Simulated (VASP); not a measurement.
# AlRu (Pm-3m) in VASP: further runs

The runs below take AlRu through single point, relaxation of cell and atoms, with PBE+D3(BJ).

Everything below comes from runs of VASP 6.6.1. Logs are shortened: lines on timing, memory, paths and dates and some standing lists are left out, and cuts for length are marked.

## (1) The cell of the first run

The structure is cubic, space group Pm-3m (No. 221). Conventional cell: a = 2.982 Å, b = 2.982 Å, c = 2.982 Å, α = 90.00°, β = 90.00°, γ = 90.00°. Al (site symmetry m-3m) has 8 Ru at 2.58 Å and 6 Al at 2.98 Å within 3.4 Å. Within 3.4 Å of Ru (site symmetry m-3m) lie 8 Al at 2.58 Å and 6 Ru at 2.98 Å.

## (2) Single point, PBE+D3(BJ)

INCAR

```
SYSTEM = AlRu
PREC     = Accurate       ! precision mode
ENCUT    = 500            ! plane-wave cutoff, eV
EDIFF    = 1E-6           ! SCF threshold, eV
ISMEAR   = 0              ! smearing method
SIGMA    = 0.1            ! smearing width, eV
LREAL    = .FALSE.        ! projectors in reciprocal space
LASPH    = .TRUE.         ! aspherical terms in the spheres
NELM     = 120            ! most SCF steps
ALGO     = Normal         ! electronic algorithm
ISIF     = 2              ! what is computed and relaxed
LWAVE    = .FALSE.        ! write WAVECAR
LCHARG   = .TRUE.         ! write CHGCAR
GGA      = PE             ! functional
IVDW     = 12             ! dispersion correction
LELF     = .TRUE.         ! ELF
LVHAR    = .TRUE.       
NBANDS   = 16             ! bands
GGA_COMPAT= .FALSE.
```

KPOINTS

```
Automatic mesh
0
G
  6 6 6
  0 0 0
```

POSCAR

```
AlRu
1.0
    2.9824954400      0.0000000000      0.0000000000
    0.0000000000      2.9824954400      0.0000000000
    0.0000000000      0.0000000000      2.9824954400
Al Ru
1 1
Direct
    0.0000000000      0.0000000000      0.0000000000
    0.5000000000      0.5000000000      0.5000000000
```

Potentials or basis: VASP PAW PBE potentials, release 64 (Al, Ru_pv).

Command:

```bash
$ cat potpaw_PBE.64/Al/POTCAR potpaw_PBE.64/Ru_pv/POTCAR > POTCAR
$ mpirun -np 1 vasp_std > vasp.out
```

OUTCAR:

```text
SYSTEM = AlRu
   PREC = Accurate
   ENCUT = 500
   EDIFF = 1E-6
   ISMEAR = 0
   LREAL = .FALSE.
   LASPH = .TRUE.
   NELM = 120
   ISIF = 2
   GGA = PE
   IVDW = 12
 IVDW          = 12

 ion  position               nearest neighbor table
   1  0.000  0.000  0.000-   2 2.58   2 2.58   2 2.58   2 2.58   2 2.58   2 2.58   2 2.58   2 2.58

   2  0.500  0.500  0.500-   1 2.58   1 2.58   1 2.58   1 2.58   1 2.58   1 2.58   1 2.58   1 2.58

  LATTYP: Found a simple cubic cell.
 ALAT       =     2.9824954400

  Lattice vectors:

 A1 = (   2.9824954400,   0.0000000000,   0.0000000000)
 A2 = (   0.0000000000,   2.9824954400,   0.0000000000)
 A3 = (   0.0000000000,   0.0000000000,   2.9824954400)

Analysis of symmetry for initial positions (statically):
=====================================================================
 Subroutine PRICEL returns:
 Original cell was already a primitive cell.

 Routine SETGRP: Setting up the symmetry group for a
 simple cubic supercell.

 Subroutine GETGRP returns: Found 48 space group operations
 (whereof 48 operations were pure point group operations)
 out of a pool of 48 trial point group operations.

The static configuration has the point symmetry O_h .

Analysis of symmetry for dynamics (positions and initial velocities):
=====================================================================
 Subroutine PRICEL returns:
 Original cell was already a primitive cell.

 Routine SETGRP: Setting up the symmetry group for a
 simple cubic supercell.

 Subroutine GETGRP returns: Found 48 space group operations
 (whereof 48 operations were pure point group operations)
 out of a pool of 48 trial point group operations.

The dynamic configuration has the point symmetry O_h .

 Subroutine INISYM returns: Found 48 space group operations
 (whereof 48 operations are pure point group operations),
 and found     1 'primitive' translations

----------------------------------------------------------------------------------------

                                     Primitive cell

  volume of cell :      26.5301

  direct lattice vectors                    reciprocal lattice vectors
     2.982495440  0.000000000  0.000000000     0.335289700  0.000000000  0.000000000
     0.000000000  2.982495440  0.000000000     0.000000000  0.335289700  0.000000000
     0.000000000  0.000000000  2.982495440     0.000000000  0.000000000  0.335289700

  length of vectors
     2.982495440  2.982495440  2.982495440     0.335289700  0.335289700  0.335289700

  position of ions in fractional coordinates (direct lattice)
     0.000000000  0.000000000  0.000000000
     0.500000000  0.500000000  0.500000000

  ion indices of the primitive-cell ions
   primitive index   ion index
                 1           1
                 2           2

----------------------------------------------------------------------------------------

 KPOINTS: Automatic mesh

Automatic generation of k-mesh.
 Grid dimensions read from file:
 generate k-points for:    6    6    6

 Generating k-lattice:

  Cartesian coordinates                     Fractional coordinates (reciprocal lattice)
     0.055881617  0.000000000  0.000000000     0.166666667  0.000000000  0.000000000
     0.000000000  0.055881617  0.000000000     0.000000000  0.166666667  0.000000000
     0.000000000  0.000000000  0.055881617     0.000000000  0.000000000  0.166666667

  Length of vectors
     0.055881617  0.055881617  0.055881617

  Shift w.r.t. Gamma in fractional coordinates (k-lattice)
     0.000000000  0.000000000  0.000000000

 Subroutine IBZKPT returns following result:
 ===========================================

 Found     20 irreducible k-points:

 Following reciprocal coordinates:
            Coordinates               Weight
  0.000000  0.000000  0.000000      1.000000
  0.166667  0.000000  0.000000      6.000000
  0.333333  0.000000  0.000000      6.000000
  0.500000  0.000000  0.000000      3.000000
  0.166667  0.166667  0.000000     12.000000
  0.333333  0.166667  0.000000     24.000000
[... 12 lines left out ...]
  0.500000  0.500000  0.333333      6.000000
  0.500000  0.500000  0.500000      1.000000
   k-points           NKPTS =     20   k-points in BZ     NKDIM =     20   number of bands    NBANDS=     16
   number of dos      NEDOS =    301   number of ions     NIONS =      2
   total plane-waves  NPLWV =  13824
   dimension x,y,z NGX =    24 NGY =   24 NGZ =   24
   dimension x,y,z NGXF=    48 NGYF=   48 NGZF=   48
   ions per type =               1   1
   NGX,Y,Z   is equivalent  to a cutoff of  13.38, 13.38, 13.38 a.u.
   NGXF,Y,Z  is equivalent  to a cutoff of  26.76, 26.76, 26.76 a.u.
 SYSTEM =  AlRu
   PREC   = accura    normal or accurate (medium, high low for compatibility)
   ISTART =      0    job   : 0-new  1-cont  2-samecut
   ICHARG =      2    charge: 1-file 2-atom 10-const
   ISPIN  =      1    spin polarized calculation?
   LNONCOLLINEAR =      F non collinear calculations
   LSORBIT =      F    spin-orbit coupling
   LASPH  =      T    aspherical Exc in radial PAW
   ENCUT  =  500.0 eV  36.75 Ry    6.06 a.u.   5.44  5.44  5.44*2*pi/ulx,y,z
   NELM   =    120;   NELMIN=  2; NELMDL= -5     # of ELM steps
   EDIFF  = 0.1E-05   stopping-criterion for ELM
   LREAL  =      F    real-space projection
   EDIFFG = 0.1E-04   stopping-criterion for IOM
   NSW    =      0    number of steps for IOM
   IBRION =     -1    ionic relax: 0-MD 1-quasi-New 2-CG
   NFREE  =      0    steps in history (QN), initial steepest desc. (CG)
   ISIF   =      2    stress and relaxation
   ISYM   =      2    0-nonsym 1-usesym 2-fastsym
   POTIM  = 0.5000    time-step for ionic-motion
   TEBEG  =    0.0;   TEEND  =   0.0 temperature during run
   PSTRESS=    0.0 pullay stress
   NELECT =      17.0000    total number of electrons
   NUPDOWN=      -1.0000    fix difference up-down
   EMIN   =  10.00;   EMAX   =-10.00  energy-range for DOS
   EFERMI =   0.00;   METHOD = LEGACY
   ISMEAR =     0;   SIGMA  =   0.10  broadening in eV -4-tet -1-fermi 0-gaus
   EFERMI_NEDOS =   21; number of points for ismear=-14 and -15
   IALGO  =     38    algorithm
   IMIX   =      4    mixing-type and parameters
     AMIX     =   0.40;   BMIX     =  1.00
     AMIX_MAG =   1.60;   BMIX_MAG =  1.00
  volume/ion in A,a.u.               =      13.27        89.52
  Fermi-wavevector in a.u.,A,eV,Ry     =   1.411382  2.667126 27.102807  1.992000
  Thomas-Fermi vector in A             =   2.533239
   LORBIT       =      0    0 simple, 1 ext, 2 COOP (PROOUT), +10 PAW based schemes
   GGA     = PE    functional components
   LHFCALC =     F    Hartree Fock is set to
   AEXX    =    0.0000 exact exchange contribution
   IVDW    =    12    specifies the selected vdW correction
   LEPSILON=     F    determine dielectric tensor
   LRPA    =     F    only Hartree local field effects (RPA)
 non-spin polarized calculation
 Gauss-broadening in eV      SIGMA  =   0.10
  energy-cutoff  :      500.00
  volume of cell :       26.53
 maximum number of plane-waves:       691
 NGX is ok and might be reduce to    24
   NGX = 11   NGY = 11   NGZ = 11

 number of electron      16.9999995 magnetization

 Free energy of the ion-electron system (eV)
  ---------------------------------------------------
  ext. energy  EPLUGINS =         0.00000000
  ---------------------------------------------------
  free energy    TOTEN  =       -14.25306447 eV

  energy without entropy =      -14.23999161  energy(sigma->0) =      -14.24652804

 E-fermi :  10.7153     XC(G=0): -12.6154

 val. band max:       10.7127756111   @ k =   0.3333   0.1667   0.0000
 cond. band min:      10.7909885365   @ k =   0.5000   0.1667   0.0000
 fundamental gap:      0.0782129254
 Fermi energy:        10.7152996071

 k-point     1 :       0.0000    0.0000    0.0000
  band No.  band energies     occupation
      1     -30.9351      2.00000
      2     -30.9351      2.00000
      3     -30.9351      2.00000
      4       1.1160      2.00000
      5       7.2375      2.00000
      6       7.2375      2.00000
[... 8 lines left out ...]
     15      22.9241      0.00000
     16      26.1289      0.00000

 k-point     2 :       0.1667    0.0000    0.0000
  band No.  band energies     occupation
      1     -30.9897      2.00000
      2     -30.9305      2.00000
      3     -30.9305      2.00000
      4       1.6453      2.00000
      5       7.3715      2.00000
      6       7.4188      2.00000
[... 8 lines left out ...]
     15      23.1789      0.00000
     16      27.8745      0.00000

 k-point     3 :       0.3333    0.0000    0.0000
  band No.  band energies     occupation
      1     -31.0977      2.00000
      2     -30.9213      2.00000
      3     -30.9213      2.00000
      4       3.1055      2.00000
      5       6.9567      2.00000
      6       7.8223      2.00000
[... 8 lines left out ...]
     15      24.0481      0.00000
     16      25.8902      0.00000

 k-point     4 :       0.5000    0.0000    0.0000
  band No.  band energies     occupation
      1     -31.1510      2.00000
      2     -30.9167      2.00000
      3     -30.9167      2.00000
      4       4.9668      2.00000
      5       5.3384      2.00000
      6       8.0502      2.00000
[... 8 lines left out ...]
     15      23.6854      0.00000
     16      23.6854      0.00000
[... 248 lines left out ...]
 k-point    18 :       0.5000    0.3333    0.3333
  band No.  band energies     occupation
      1     -31.1119      2.00000
      2     -31.0566      2.00000
      3     -31.0543      2.00000
      4       5.6165      2.00000
      5       6.7410      2.00000
      6       6.8471      2.00000
[... 8 lines left out ...]
     15      22.0885      0.00000
     16      22.9251      0.00000

 k-point    19 :       0.5000    0.5000    0.3333
  band No.  band energies     occupation
      1     -31.1057      2.00000
      2     -31.1057      2.00000
      3     -31.0498      2.00000
      4       5.7217      2.00000
      5       6.5782      2.00000
      6       6.5782      2.00000
[... 8 lines left out ...]
     15      20.8710      0.00000
     16      22.9227      0.00000

 k-point    20 :       0.5000    0.5000    0.5000
  band No.  band energies     occupation
      1     -31.0998      2.00000
      2     -31.0998      2.00000
      3     -31.0998      2.00000
      4       6.1556      2.00000
      5       6.1556      2.00000
      6       6.1556      2.00000
[... 8 lines left out ...]
     15      19.4530      0.00000
     16      22.8342      0.00000

------------------------ aborting loop because EDIFF is reached ----------------------------------------

 Edisp (eV)   -1.03976

 E8    (eV) :    -0.4708

  FORCE on cell =-STRESS in cart. coord.  units (eV):
  Direction    XX          YY          ZZ          XY          YZ          ZX
  --------------------------------------------------------------------------------------
  -------------------------------------------------------------------------------------
  Total      -0.34011    -0.34011    -0.34011     0.00000     0.00000    -0.00000
  in kB     -20.53944   -20.53944   -20.53944     0.00000     0.00000    -0.00000
  external pressure =      -20.54 kB  Pullay stress =        0.00 kB

 VOLUME and BASIS-vectors are now :
 -----------------------------------------------------------------------------
  energy-cutoff  :      500.00
  volume of cell :       26.53
      direct lattice vectors                 reciprocal lattice vectors
     2.982495440  0.000000000  0.000000000     0.335289700  0.000000000  0.000000000
     0.000000000  2.982495440  0.000000000     0.000000000  0.335289700  0.000000000
     0.000000000  0.000000000  2.982495440     0.000000000  0.000000000  0.335289700

 POSITION                                       TOTAL-FORCE (eV/Angst)
 -----------------------------------------------------------------------------------
      0.00000      0.00000      0.00000         0.000000      0.000000      0.000000
      1.49125      1.49125      1.49125         0.000000      0.000000      0.000000
 -----------------------------------------------------------------------------------
    total drift:                                0.000000     -0.000000     -0.000000

  FREE ENERGIE OF THE ION-ELECTRON SYSTEM (eV)
  ---------------------------------------------------
  free  energy   TOTEN  =       -15.2928224012 eV

  energy  without entropy=      -15.2797495475  energy(sigma->0) =      -15.28628597
```

It took 11 s on 1 thread of Intel Xeon 8259CL, shared host; peak memory 0.12 GiB.

What came out:

- Free energy: -15.2928 eV
- Pressure: -2.1 GPa
- Band gap on the k mesh: zero (an odd number of electrons rules out a gap without spin polarisation)
- Dispersion energy per atom: -0.520 eV

Levels at points of the mesh, in eV from the Fermi level:
```tsv
k point	band 6	band 7	band 8	band 9	band 10	band 11
(0.00, 0.00, 0.00)	-3.48	0.30	0.30	0.30	6.25	6.25
(0.50, 0.00, 0.00)	-2.67	-1.50	-1.50	0.56	2.46	7.57
(0.50, 0.50, 0.00)	-1.24	-1.24	-1.06	-1.06	1.69	5.51
(0.50, 0.50, 0.50)	-4.56	1.79	1.79	2.75	4.29	4.29
```

## (3) Single point, PBE+D3(BJ)

This run uses another cell than the first one, of 13.14 Å³/atom.

INCAR

```
  PREC = Accurate
  ENCUT = 500
  EDIFF = 1E-6
  ISMEAR = 0
  SIGMA = 0.1
  LREAL = False
  LASPH = True
  NELM = 120
  ALGO = Normal
  ISIF = 2
  LWAVE = False
  LCHARG = False
  GGA = PE
  IVDW = 12
  NBANDS = 16
  GGA_COMPAT = False
```

KPOINTS

```
Automatic mesh
0
Gamma
  14 14 14
```

POSCAR

```
AlRu
1.0
    2.9733000425      0.0000000000      0.0000000000
    0.0000000000      2.9733000425      0.0000000000
    0.0000000000      0.0000000000      2.9733000425
Al Ru
1 1
Direct
    0.0000000000      0.0000000000      0.0000000000
    0.5000000000      0.5000000000      0.5000000000
```

Potentials or basis: VASP PAW PBE potentials, release 64 (Al, Ru_pv).

Command:

```bash
$ cat potpaw_PBE.64/Al/POTCAR potpaw_PBE.64/Ru_pv/POTCAR > POTCAR
$ mpirun -np 1 vasp_std > vasp.out
```

Wall time 43 s (1 thread of Intel Xeon 8259CL, shared host); peak memory 0.15 GiB.

It converged, with:

```
Free energy                : -15.2910 eV
Pressure                   : 0.0 GPa
Band gap on the k mesh     : zero (an odd number of electrons rules out a gap without spin polarisation)
Dispersion energy per atom : -0.525 eV
```

Levels at points of the mesh, in eV from the Fermi level:
```tsv
k point	band 7	band 8	band 9	band 10	band 11	band 12
(0.00, 0.00, 0.00)	0.19	0.19	0.19	6.17	6.17	6.17
(0.50, 0.00, 0.00)	-1.64	-1.64	0.45	2.37	7.44	11.13
(0.50, 0.50, 0.00)	-1.38	-1.20	-1.20	1.59	5.44	6.43
(0.50, 0.50, 0.50)	1.68	1.68	2.69	4.18	4.18	4.18
```

## (4) Relaxation of cell and atoms, PBE+D3(BJ)

INCAR

```
  ALGO = Normal
  EDIFF = 1E-7
  EDIFFG = -0.002
  ENCUT = 500
  GGA = PE
  GGA_COMPAT = F
  IBRION = 2
  ISIF = 3
  ISMEAR = 0
  IVDW = 12
  LASPH = T
  LCHARG = F
  LREAL = F
  LWAVE = F
  NELM = 120
  NELMIN = 4
  NSW = 100
  PREC = Accurate
  SIGMA = 0.1
```

KPOINTS

```
k-points
0
Gamma
  14 14 14
```

POSCAR

```
AlRu
1.0
    2.9824954400      0.0000000000      0.0000000000
    0.0000000000      2.9824954400      0.0000000000
    0.0000000000      0.0000000000      2.9824954400
Al Ru
1 1
Direct
    0.0000000000      0.0000000000      0.0000000000
    0.5000000000      0.5000000000      0.5000000000
```

Command:

```bash
$ cat potpaw_PBE.64/Al/POTCAR potpaw_PBE.64/Ru_pv/POTCAR > POTCAR
$ mpirun -np 1 vasp_std > vasp.out
```

Wall time 1.7 min (1 thread of Intel Xeon 8259CL, shared host); peak memory 0.15 GiB.

It converged, with:

```
Free energy                           : -15.2911 eV
Relaxed volume                        : 13.14 Å³/atom
Relaxed cell                          : a = 2.973 Å, b = 2.973 Å, c = 2.973 Å, α = 90.00°, β = 90.00°, γ = 90.00°
Space group after relaxing (to 0.1 Å) : Pm-3m (No. 221)
Energy gained by relaxing             : 0.8 meV/atom
Ionic steps                           : 3
Pressure after relaxing               : 0.0 GPa
Band gap on the k mesh                : zero (an odd number of electrons rules out a gap without spin polarisation)
Dispersion energy per atom            : -0.525 eV
```

The path:
| step | energy change (eV) | largest force (eV/Å) | pressure (GPa) | volume (Å³) |
| --- | --- | --- | --- | --- |
| 1 | 0.0000 | 0.0000 | -1.97 | 26.53 |
| 2 | 0.0023 | 0.0000 | 3.29 | 25.91 |
| 3 | -0.0015 | 0.0000 | 0.00 | 26.29 |

Final structure:
```xyz
2
Lattice="2.9734 0.0000 0.0000 0.0000 2.9734 0.0000 0.0000 0.0000 2.9734" Properties=species:S:1:pos:R:3 pbc="T T T"
Al    0.0000    0.0000    0.0000
Ru    1.4867    1.4867    1.4867
```

Levels at points of the mesh, in eV from the Fermi level:
| k point | band 7 | band 8 | band 9 | band 10 | band 11 | band 12 |
| --- | --- | --- | --- | --- | --- | --- |
| (0.00, 0.00, 0.00) | 0.19 | 0.19 | 0.19 | 6.17 | 6.17 | 6.17 |
| (0.50, 0.00, 0.00) | -1.64 | -1.64 | 0.45 | 2.37 | 7.44 | 11.13 |
| (0.50, 0.50, 0.00) | -1.38 | -1.20 | -1.20 | 1.59 | 5.44 | 6.43 |
| (0.50, 0.50, 0.50) | 1.68 | 1.68 | 2.69 | 4.18 | 4.18 | 4.18 |

## (5) Overview

| task | cell | k mesh | gap on the mesh (eV) | pressure (GPa) |
| --- | --- | --- | --- | --- |
| single point | a = 2.982 Å, 2 atoms | 6 × 6 × 6 | none | -2.1 |
| single point | a = 2.973 Å, 2 atoms | 14 × 14 × 14 | none | 0.0 |
| relaxation of cell and atoms | relaxed from a = 2.982 Å, 2 atoms | 14 × 14 × 14 | none | 0.0 |

Alike in all rows: level PBE+D3(BJ); potentials or basis VASP PAW PBE potentials, release 64 (Al, Ru_pv); no spin polarisation; cutoff (eV) 500; smearing gaussian 0.1 eV.

Total energies depend on the potentials used, so only differences within one code and one set of settings carry meaning.

The gap in the log of VASP goes by the Fermi energy; the results here count the filled bands.